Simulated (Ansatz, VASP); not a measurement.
**Ta: VASP and Ansatz over several settings**

```
CELL_PARAMETERS angstrom
-1.67301 1.67301 1.67301
1.67301 -1.67301 1.67301
1.67301 1.67301 -1.67301
ATOMIC_POSITIONS crystal
Ta 0.00000 0.00000 0.00000
```

Single points on this cell with VASP 6.6.1 and Ansatz 0.2.0. Each row is one pair of runs. Alike in all rows: spin: off.

```tsv
level	k mesh	smearing	VASP's potentials, cutoff	Ansatz's potentials, cutoff	gap on the k mesh at the Fermi level (eV), VASP	gap on the k mesh at the Fermi level (eV), Ansatz	pressure (GPa), VASP	pressure (GPa), Ansatz
LDA	11 × 11 × 11	fermi-dirac, width 0.05 eV	VASP PAW LDA potentials, release 64 (Ta_pv), 520 eV	Ansatz PAW, 420 eV	none	none	-15.4	-16.1
LDA	11 × 11 × 11	gaussian, width 0.1 eV	VASP PAW LDA potentials, release 64 (Ta_pv), 520 eV	Ansatz PAW earlier set, 520 eV	none	none	-15.5	-16.1
r2SCAN	11 × 11 × 11	fermi-dirac, width 0.05 eV	VASP PAW PBE potentials, release 64 (Ta_pv), 520 eV	Ansatz PAW, 500 eV	none	none	-6.7	-7.3
LDA	11 × 11 × 11	fermi-dirac, width 0.05 eV	VASP PAW LDA potentials, release 64 (Ta_sv_GW), 500 eV	Ansatz PAW, 420 eV	none	none	-16.6	-16.1
r2SCAN50	6 × 6 × 6	fermi-dirac, width 0.05 eV	VASP PAW PBE potentials, release 64 (Ta_pv), 520 eV	Ansatz PAW, 500 eV	?	none	?	-6.2
```

Question: Fill in what VASP gave in row 5.

Answer: gap on the k mesh at the Fermi level (eV): none; pressure (GPa): -9.6.

VASP's potentials hold 11 valence electrons a cell and Ansatz's 13; VASP's potentials hold 11 valence electrons a cell and Ansatz's 27 in some rows, so a difference there can come from the potentials and not from the codes.

A gap of «none» marks a metal or a gap that the smearing closes.

The k mesh is coarse in some rows, so the values compare programs but aren't converged. Spin-orbit coupling is off throughout.
